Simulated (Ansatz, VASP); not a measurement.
**Ga: VASP beside Ansatz**

```
Ga
1.0
     0.00000    2.34855    3.97365
     2.23654    0.00000    3.97365
     2.23654    2.34855    0.00000
Ga
2
Direct
  0.15817 0.15817 0.84183
  0.84183 0.84183 0.15817
```

Alike in both runs: functional PBE; k mesh 18 × 18 × 18; occupations gaussian, width 0.1 eV; no spin polarisation.

Ansatz relaxed the structure, and its values are those at the end. VASP's run is a single point on that final structure, the one shown.

|  | VASP | Ansatz |
| --- | --- | --- |
| version | VASP 6.6.1 | Ansatz 0.2.0 |
| potentials or method | VASP PAW PBE potentials, release 64 (Ga_d), cutoff 520 eV | scalar-relativistic, plane waves, PAW |
| valence electrons in the cell | 26 | 26 |

VASP gave:

- gap on the k mesh at the Fermi level (eV): none
- pressure (GPa): 0.1

Estimate Ansatz's values.

gap on the k mesh at the Fermi level (eV): none; pressure (GPa): 0.0.

A gap of «none» marks a metal or a gap that the smearing closes. The functional is the same, so the differences come from potentials, cutoffs and numerics.
